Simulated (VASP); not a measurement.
P:

```xyz
4
Lattice="1.6550 -5.2500 0.0000 1.6550 5.2500 0.0000 0.0000 0.0000 4.3800" Properties=species:S:1:pos:R:3 pbc="T T T"
P     1.6550    4.2210    3.9858
P     1.6550   -1.0290    2.5842
P     1.6550   -4.2210    0.3942
P     1.6550    1.0290    1.7958
```

| Quantity | Value |
| --- | --- |
| Program | VASP 6.6.1 |
| Task | relaxation of cell and atoms |
| Functional | PBE |
| Potentials or basis | VASP PAW PBE potentials, release 64 (P) |
| Cutoff | 600 eV |
| k mesh | 6 × 6 × 4 |
| Occupations | gaussian, width 0.1 eV |
| Spin | no spin polarisation |

At the start: pressure 5.9 GPa; volume 19.03 Å³/atom.

**Question.** How do energy, volume and symmetry change on relaxing?

**Answer.** Over 11 steps the energy falls by 35.3 meV/atom and the volume is 20.62 Å³/atom (+8.4 %); space group Cmce (No. 64, to 0.05 Å).

Step by step:
```
step  energy change (eV)  largest force (eV/Å)  pressure (GPa)  volume (Å³)
   1              0.0000                0.9354            5.91        76.11
   2             -0.0532                0.6108           -4.07        84.10
   3             -0.1264                0.0363           -0.30        80.51
   4             -0.1265                0.0494           -0.19        80.42
   5             -0.1333                0.0803           -0.03        80.31
   6             -0.1336                0.0980            0.02        80.28
   7             -0.1348                0.0502            0.21        80.30
   8             -0.1352                0.0474            0.35        80.31
   9             -0.1361                0.0457            0.31        80.53
  10             -0.1385                0.0395            0.19        81.18
  11             -0.1412                0.0273           -0.02        82.49
```

Final structure:
```cif
data_structure
_symmetry_space_group_name_H-M 'P 1'
_symmetry_Int_Tables_number 1
_cell_length_a 5.7637
_cell_length_b 5.7637
_cell_length_c 4.4921
_cell_angle_alpha 90.000
_cell_angle_beta 90.000
_cell_angle_gamma 146.442
_cell_volume 82.49
loop_
_atom_site_label
_atom_site_type_symbol
_atom_site_fract_x
_atom_site_fract_y
_atom_site_fract_z
_atom_site_occupancy
P1 P 0.09630 0.90370 0.91571 1
P2 P 0.59630 0.40370 0.58429 1
P3 P 0.90370 0.09630 0.08429 1
P4 P 0.40370 0.59630 0.41571 1
```

Caveat: the relaxation stopped at a loose force limit of 0.05 eV/Å, so its end isn't a converged minimum.
